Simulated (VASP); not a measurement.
# SiBiS (P6_3/mmc) in VASP: further runs

The runs below take SiBiS through single point, relaxation of cell and atoms, with PBE.

Everything below comes from runs of VASP 6.6.1. Logs are shortened: lines on timing, memory, paths and dates and some standing lists are left out, and cuts for length are marked.

## (1) The cell of the first run

The structure is hexagonal, space group P6_3/mmc (No. 194). Conventional cell: a = 5.137 Å, b = 5.137 Å, c = 5.593 Å, α = 90.00°, β = 90.00°, γ = 120.00°. Si (site symmetry -6m2) has 5 Bi at 2.80 to 2.97 Å and 6 S at 3.28 Å within 3.7 Å. Within 3.7 Å of Bi (site symmetry -6m2) lie 5 Si at 2.80 to 2.97 Å and 6 S at 3.28 Å. S (site symmetry -3m) has 2 S at 2.80 Å and 6 Si at 3.28 Å and 6 Bi at 3.28 Å within 3.7 Å.

## (2) Single point, PBE

The input, INCAR:

```
PREC = Accurate ; ENCUT = 520
EDIFF = 1E-6 ; ISMEAR = 0
SIGMA = 0.1 ; LREAL = F
LASPH = T ; NELM = 100
ALGO = Normal ; ISIF = 2
LWAVE = F ; LCHARG = T
GGA = PE ; LELF = T
LVHAR = T ; NBANDS = 34
```

The input, KPOINTS:

```
regular mesh
0
Gamma
  3 3 4
```

The input, POSCAR:

```
SiBiS
1.0
    5.1368771796      0.0000000024      0.0000000000
   -2.5684385918      4.4486661324      0.0000000000
    0.0000000000      0.0000000000      5.5934393734
Si Bi S
2 2 2
Direct
    0.3333333333      0.6666666667      0.7500000000
    0.6666666667      0.3333333333      0.2500000000
    0.3333333333      0.6666666667      0.2500000000
    0.6666666667      0.3333333333      0.7500000000
    0.0000000000      0.0000000000      0.0000000000
    0.0000000000      0.0000000000      0.5000000000
```

Potentials or basis: VASP PAW PBE potentials, release 64 (Si, Bi_d, S).

Launch:

```
cat potpaw_PBE.64/Si/POTCAR potpaw_PBE.64/Bi_d/POTCAR potpaw_PBE.64/S/POTCAR > POTCAR
mpirun -np 1 vasp_std > vasp.out
```

OUTCAR:

```text
PREC = Accurate
   ENCUT = 520
   EDIFF = 1E-6
   ISMEAR = 0
   LREAL = F
   LASPH = T
   NELM = 100
   ISIF = 2
   GGA = PE

 ion  position               nearest neighbor table
   1  0.333  0.667  0.750-   3 2.80   3 2.80   4 2.97   4 2.97   4 2.97
   2  0.667  0.333  0.250-   4 2.80   4 2.80   3 2.97   3 2.97   3 2.97
   3  0.333  0.667  0.250-   1 2.80   1 2.80   2 2.97   2 2.97   2 2.97   5 3.28   6 3.28   6 3.28
                             5 3.28   6 3.28   5 3.28
   4  0.667  0.333  0.750-   2 2.80   2 2.80   1 2.97   1 2.97   1 2.97   5 3.28   6 3.28   5 3.28
                             6 3.28   5 3.28   6 3.28
   5  0.000  0.000  0.000-   3 3.28   4 3.28   3 3.28   4 3.28   4 3.28   3 3.28
   6  0.000  0.000  0.500-   3 3.28   4 3.28   3 3.28   4 3.28   4 3.28   3 3.28

  LATTYP: Found a hexagonal cell.
 ALAT       =     5.1368771796
 C/A-ratio  =     1.0888793284

  Lattice vectors:

 A1 = (   5.1368771796,   0.0000000024,   0.0000000000)
 A2 = (  -2.5684385918,   4.4486661324,   0.0000000000)
 A3 = (   0.0000000000,   0.0000000000,   5.5934393734)

Analysis of symmetry for initial positions (statically):
=====================================================================
 Subroutine PRICEL returns:
 Original cell was already a primitive cell.

 Routine SETGRP: Setting up the symmetry group for a
 hexagonal supercell.

 Subroutine GETGRP returns: Found 24 space group operations
 (whereof 12 operations were pure point group operations)
 out of a pool of 24 trial point group operations.

The static configuration has the point symmetry D_3d.
 The point group associated with its full space group is D_6h.

Analysis of symmetry for dynamics (positions and initial velocities):
=====================================================================
 Subroutine PRICEL returns:
 Original cell was already a primitive cell.

 Routine SETGRP: Setting up the symmetry group for a
 hexagonal supercell.

 Subroutine GETGRP returns: Found 24 space group operations
 (whereof 12 operations were pure point group operations)
 out of a pool of 24 trial point group operations.

The dynamic configuration has the point symmetry D_3d.
 The point group associated with its full space group is D_6h.

 Subroutine INISYM returns: Found 24 space group operations
 (whereof 12 operations are pure point group operations),
 and found     1 'primitive' translations

----------------------------------------------------------------------------------------

                                     Primitive cell

  volume of cell :     127.8227

  direct lattice vectors                    reciprocal lattice vectors
     5.136877180  0.000000002  0.000000000     0.194670802  0.112393240  0.000000000
    -2.568438592  4.448666132  0.000000000    -0.000000000  0.224786480  0.000000000
     0.000000000  0.000000000  5.593439373     0.000000000  0.000000000  0.178780878

  length of vectors
     5.136877180  5.136877180  5.593439373     0.224786480  0.224786480  0.178780878

  position of ions in fractional coordinates (direct lattice)
     0.333333333  0.666666667  0.750000000
     0.666666667  0.333333333  0.250000000
     0.333333333  0.666666667  0.250000000
     0.666666667  0.333333333  0.750000000
     0.000000000  0.000000000  0.000000000
     0.000000000  0.000000000  0.500000000

  ion indices of the primitive-cell ions
   primitive index   ion index
                 1           1
                 2           2
                 3           3
                 4           4
                 5           5
                 6           6

----------------------------------------------------------------------------------------

 KPOINTS: regular mesh

Automatic generation of k-mesh.
 Grid dimensions read from file:
 generate k-points for:    3    3    4

 Generating k-lattice:

  Cartesian coordinates                     Fractional coordinates (reciprocal lattice)
     0.064890267  0.037464413  0.000000000     0.333333333  0.000000000  0.000000000
    -0.000000000  0.074928827  0.000000000     0.000000000  0.333333333  0.000000000
     0.000000000  0.000000000  0.044695219     0.000000000  0.000000000  0.250000000

  Length of vectors
     0.074928827  0.074928827  0.044695219

  Shift w.r.t. Gamma in fractional coordinates (k-lattice)
     0.000000000  0.000000000  0.000000000

 Subroutine IBZKPT returns following result:
 ===========================================

 Found      9 irreducible k-points:

 Following reciprocal coordinates:
            Coordinates               Weight
  0.000000  0.000000  0.000000      1.000000
  0.333333  0.000000  0.000000      6.000000
  0.333333  0.333333  0.000000      2.000000
  0.000000  0.000000  0.250000      2.000000
  0.333333  0.000000  0.250000     12.000000
  0.333333  0.333333  0.250000      4.000000
  0.000000  0.000000  0.500000      1.000000
  0.333333  0.000000  0.500000      6.000000
  0.333333  0.333333  0.500000      2.000000
   k-points           NKPTS =      9   k-points in BZ     NKDIM =      9   number of bands    NBANDS=     34
   number of dos      NEDOS =    301   number of ions     NIONS =      6
   total plane-waves  NPLWV =  67200
   dimension x,y,z NGX =    40 NGY =   40 NGZ =   42
   dimension x,y,z NGXF=    80 NGYF=   80 NGZF=   84
   ions per type =               2   2   2
   NGX,Y,Z   is equivalent  to a cutoff of  12.95, 12.95, 12.48 a.u.
   NGXF,Y,Z  is equivalent  to a cutoff of  25.89, 25.89, 24.97 a.u.
 SYSTEM =  unknown system
   PREC   = accura    normal or accurate (medium, high low for compatibility)
   ISTART =      0    job   : 0-new  1-cont  2-samecut
   ICHARG =      2    charge: 1-file 2-atom 10-const
   ISPIN  =      1    spin polarized calculation?
   LNONCOLLINEAR =      F non collinear calculations
   LSORBIT =      F    spin-orbit coupling
   LASPH  =      T    aspherical Exc in radial PAW
   ENCUT  =  520.0 eV  38.22 Ry    6.18 a.u.   9.55  9.55 10.40*2*pi/ulx,y,z
   NELM   =    100;   NELMIN=  2; NELMDL= -5     # of ELM steps
   EDIFF  = 0.1E-05   stopping-criterion for ELM
   LREAL  =      F    real-space projection
   EDIFFG = 0.1E-04   stopping-criterion for IOM
   NSW    =      0    number of steps for IOM
   IBRION =     -1    ionic relax: 0-MD 1-quasi-New 2-CG
   NFREE  =      0    steps in history (QN), initial steepest desc. (CG)
   ISIF   =      2    stress and relaxation
   ISYM   =      2    0-nonsym 1-usesym 2-fastsym
   POTIM  = 0.5000    time-step for ionic-motion
   TEBEG  =    0.0;   TEEND  =   0.0 temperature during run
   PSTRESS=    0.0 pullay stress
   NELECT =      50.0000    total number of electrons
   NUPDOWN=      -1.0000    fix difference up-down
   EMIN   =  10.00;   EMAX   =-10.00  energy-range for DOS
   EFERMI =   0.00;   METHOD = LEGACY
   ISMEAR =     0;   SIGMA  =   0.10  broadening in eV -4-tet -1-fermi 0-gaus
   EFERMI_NEDOS =   21; number of points for ismear=-14 and -15
   IALGO  =     38    algorithm
   IMIX   =      4    mixing-type and parameters
     AMIX     =   0.40;   BMIX     =  1.00
     AMIX_MAG =   1.60;   BMIX_MAG =  1.00
  volume/ion in A,a.u.               =      21.30       143.77
  Fermi-wavevector in a.u.,A,eV,Ry     =   1.197279  2.262530 19.503653  1.433478
  Thomas-Fermi vector in A             =   2.333198
   LORBIT       =      0    0 simple, 1 ext, 2 COOP (PROOUT), +10 PAW based schemes
   GGA     = PE    functional components
   LHFCALC =     F    Hartree Fock is set to
   AEXX    =    0.0000 exact exchange contribution
   IVDW    =     0    specifies the selected vdW correction
   LEPSILON=     F    determine dielectric tensor
   LRPA    =     F    only Hartree local field effects (RPA)
 non-spin polarized calculation
 Gauss-broadening in eV      SIGMA  =   0.10
  energy-cutoff  :      520.00
  volume of cell :      127.82
 maximum number of plane-waves:      3465
 NGX is ok and might be reduce to    40
   NGX = 19   NGY = 19   NGZ = 21

 number of electron      50.0000008 magnetization

 Free energy of the ion-electron system (eV)
  ---------------------------------------------------
  ext. energy  EPLUGINS =         0.00000000
  ---------------------------------------------------
  free energy    TOTEN  =       -23.19969944 eV

  energy without entropy =      -23.17308019  energy(sigma->0) =      -23.18638981

 E-fermi :   7.5176     XC(G=0): -10.5661

 val. band max:        7.3514683399   @ k =   0.3333   0.0000   0.0000
 cond. band min:       7.5268541181   @ k =   0.3333   0.0000   0.0000
 fundamental gap:      0.1753857782
 Fermi energy:         7.5176482794

 k-point     1 :       0.0000    0.0000    0.0000
  band No.  band energies     occupation
      1     -15.3139      2.00000
      2     -15.2844      2.00000
      3     -15.2657      2.00000
      4     -15.2657      2.00000
      5     -15.2638      2.00000
      6     -15.2638      2.00000
[... 26 lines left out ...]
     33      12.1910      0.00000
     34      12.1910      0.00000

 k-point     2 :       0.3333    0.0000    0.0000
  band No.  band energies     occupation
      1     -15.3090      2.00000
      2     -15.2921      2.00000
      3     -15.2693      2.00000
      4     -15.2655      2.00000
      5     -15.2653      2.00000
      6     -15.2627      2.00000
[... 26 lines left out ...]
     33      13.0031      0.00000
     34      13.8135      0.00000

 k-point     3 :       0.3333    0.3333    0.0000
  band No.  band energies     occupation
      1     -15.3008      2.00000
      2     -15.3008      2.00000
      3     -15.2739      2.00000
      4     -15.2704      2.00000
      5     -15.2585      2.00000
      6     -15.2585      2.00000
[... 26 lines left out ...]
     33      14.4802      0.00000
     34      15.1054      0.00000
[... 149 lines left out ...]
 k-point     8 :       0.3333    0.0000    0.5000
  band No.  band energies     occupation
      1     -15.2947      2.00000
      2     -15.2947      2.00000
      3     -15.2679      2.00000
      4     -15.2679      2.00000
      5     -15.2679      2.00000
      6     -15.2679      2.00000
[... 26 lines left out ...]
     33      11.2664      0.00000
     34      11.2664      0.00000

 k-point     9 :       0.3333    0.3333    0.5000
  band No.  band energies     occupation
      1     -15.2942      2.00000
      2     -15.2942      2.00000
      3     -15.2646      2.00000
      4     -15.2646      2.00000
      5     -15.2626      2.00000
      6     -15.2626      2.00000
[... 26 lines left out ...]
     33      13.0296      0.00000
     34      13.0296      0.00000

------------------------ aborting loop because EDIFF is reached ----------------------------------------

  FORCE on cell =-STRESS in cart. coord.  units (eV):
  Direction    XX          YY          ZZ          XY          YZ          ZX
  --------------------------------------------------------------------------------------
  -------------------------------------------------------------------------------------
  Total        0.1972540      0.1972540     -0.0224729      0.0000000      0.0000000      0.0000000
  in kB        2.4724552      2.4724552     -0.2816837      0.0000000      0.0000000      0.0000000
  external PRESSURE =       1.5544089 kB  Pullay stress =       0.0000000 kB

 VOLUME and BASIS-vectors are now :
 -----------------------------------------------------------------------------
  energy-cutoff  :      520.00
  volume of cell :      127.82
      direct lattice vectors                 reciprocal lattice vectors
     5.136877180  0.000000002  0.000000000     0.194670802  0.112393240  0.000000000
    -2.568438592  4.448666132  0.000000000    -0.000000000  0.224786480  0.000000000
     0.000000000  0.000000000  5.593439373     0.000000000  0.000000000  0.178780878

 POSITION                                       TOTAL-FORCE (eV/Angst)
 -----------------------------------------------------------------------------------
     -0.00000      2.96578      4.19508        -0.000000      0.000000      0.000000
      2.56844      1.48289      1.39836         0.000000      0.000000      0.000000
     -0.00000      2.96578      1.39836         0.000000     -0.000000     -0.000000
      2.56844      1.48289      4.19508        -0.000000      0.000000      0.000000
      0.00000      0.00000      0.00000         0.000000      0.000000      0.000000
      0.00000      0.00000      2.79672         0.000000      0.000000      0.000000
 -----------------------------------------------------------------------------------
    total drift:                               -0.000000     -0.000000     -0.000000

  FREE ENERGIE OF THE ION-ELECTRON SYSTEM (eV)
  ---------------------------------------------------
  free  energy   TOTEN  =       -23.1996994393 eV

  energy  without entropy=      -23.1730801857  energy(sigma->0) =      -23.18638981
```

It took 25 s on 1 thread of AMD EPYC 9R45 (Zen 5), shared host; peak memory 0.22 GiB.

Results:

```yaml
Free_energy: -23.1997 eV
Pressure: 0.2 GPa
Band_gap_on_the_k_mesh: zero (band 25 reaches 8.17 eV, above the bottom of band 26 at 5.26 eV)
```

Stress tensor (GPa, compression positive):
```
 0.25  0.00  0.00
 0.00  0.25  0.00
 0.00  0.00 -0.03
```

Caveat: the k points lie up to 0.47 Å⁻¹ apart; spin-orbit coupling is left out, which moves the levels of the heavy elements.

## (3) Single point, PBE

This run uses another cell than the first one, of 26.83 Å³/atom, 1.260 times its volume.

The input, INCAR:

```
SYSTEM = SiBiS
PREC = Accurate
ENCUT = 520
EDIFF = 1E-6
ISMEAR = 0
SIGMA = 0.1
LREAL = .FALSE.
LASPH = .TRUE.
NELM = 60
ALGO = Normal
ISIF = 2
LWAVE = .FALSE.
LCHARG = .FALSE.
GGA = PE
NBANDS = 34
```

The input, KPOINTS:

```
regular mesh
0
G
  3 3 4
  0 0 0
```

The input, POSCAR:

```
SiBiS
1.0
    6.2442795900      0.0000000000      0.0000000000
   -3.1221398000      5.4077047500      0.0000000000
    0.0000000000      0.0000000000      4.7678107000
Si Bi S
2 2 2
Direct
    0.3333333300      0.6666666700      0.7500000000
    0.6666666700      0.3333333300      0.2500000000
    0.3333333300      0.6666666700      0.2500000000
    0.6666666700      0.3333333300      0.7500000000
    0.0000000000      0.0000000000      0.0000000000
    0.0000000000      0.0000000000      0.5000000000
```

Potentials or basis: VASP PAW PBE potentials, release 64 (Si, Bi_d, S).

Launch:

```
cat potpaw_PBE.64/Si/POTCAR potpaw_PBE.64/Bi_d/POTCAR potpaw_PBE.64/S/POTCAR > POTCAR
mpirun -np 1 vasp_std > vasp.out
```

Wall time 35 s (1 thread of AMD EPYC 9R45 (Zen 5), shared host); peak memory 0.25 GiB.

It converged, with:

```yaml
Free_energy: -18.8124 eV
Pressure: 6.0 GPa
Band_gap_on_the_k_mesh: zero (band 25 reaches 5.41 eV, above the bottom of band 26 at 4.63 eV)
```

Stress tensor (GPa, compression positive):
```
-5.47  0.00  0.00
 0.00 -5.47  0.00
 0.00  0.00 29.01
```

Levels at points of the mesh, in eV from the Fermi level:
```tsv
k point	band 22	band 23	band 24	band 25	band 26	band 27	band 28	band 29
(0.00, 0.00, 0.00)	-3.48	-3.07	0.18	0.18	0.45	0.45	2.03	2.03
(0.00, 0.00, 0.50)	-1.65	-1.65	-1.65	-0.13	-0.13	2.02	2.02	2.02
```

Caveat: the k points lie up to 0.39 Å⁻¹ apart; spin-orbit coupling is left out, which moves the levels of the heavy elements.

## (4) Single point, PBE

This run uses another cell than the first one, of 21.62 Å³/atom, 1.015 times its volume.

The input, INCAR:

```
SYSTEM = SiBiS
PREC = Accurate
ENCUT = 520
EDIFF = 1E-7
ISMEAR = 0
SIGMA = 0.1
LREAL = .False.
LASPH = .True.
NELM = 60
ALGO = Normal
ISIF = 2
LWAVE = .False.
LCHARG = .False.
GGA = PE
NBANDS = 34
```

The input, KPOINTS:

```
regular mesh
0
Gamma
  6 6 4
  0 0 0
```

The input, POSCAR:

```
SiBiS
1.0
    5.1729161029      0.0000000000      0.0000000000
   -2.5864580515      4.4798767568      0.0000000000
    0.0000000000      0.0000000000      5.5986613206
Si Bi S
2 2 2
Direct
    0.3333333333      0.6666666667      0.7500000000
    0.6666666667      0.3333333333      0.2500000000
    0.3333333333      0.6666666667      0.2500000000
    0.6666666667      0.3333333333      0.7500000000
    0.0000000000      0.0000000000      0.0000000000
    0.0000000000      0.0000000000      0.5000000000
```

Launch:

```
cat potpaw_PBE.64/Si/POTCAR potpaw_PBE.64/Bi_d/POTCAR potpaw_PBE.64/S/POTCAR > POTCAR
mpirun -np 1 vasp_std > vasp.out
```

Run time: 55 s. Hardware: 1 thread of AMD EPYC 9R45 (Zen 5), shared host; peak memory 0.25 GiB.

The run converged. Its results:

* Free energy: -23.3597 eV
* Pressure: -0.1 GPa
* Band gap on the k mesh: zero (band 25 reaches 8.19 eV, above the bottom of band 26 at 5.14 eV)

Stress tensor (GPa, compression positive):
```
-0.01  0.00  0.00
 0.00 -0.01  0.00
 0.00  0.00 -0.38
```

Levels at points of the mesh, in eV from the Fermi level:
```csv
k point,band 21,band 22,band 23,band 24,band 25,band 26,band 27,band 28,band 29,band 30
"(0.00, 0.00, 0.00)",-3.52,-3.52,-1.82,-1.69,-1.69,-0.38,-0.38,1.66,2.21,2.21
"(0.50, 0.00, 0.00)",-1.92,-1.88,-1.35,-1.05,-0.09,0.18,1.79,2.10,2.21,2.72
"(0.00, 0.00, 0.50)",-2.48,-2.48,-2.31,-2.31,-2.31,-2.31,0.98,0.98,3.68,3.68
"(0.50, 0.00, 0.50)",-1.60,-1.60,0.21,0.21,0.30,0.30,0.84,0.84,2.14,2.14
```

Caveat: spin-orbit coupling is left out, which moves the levels of the heavy elements.

(Part 1 of 2 ends here.)
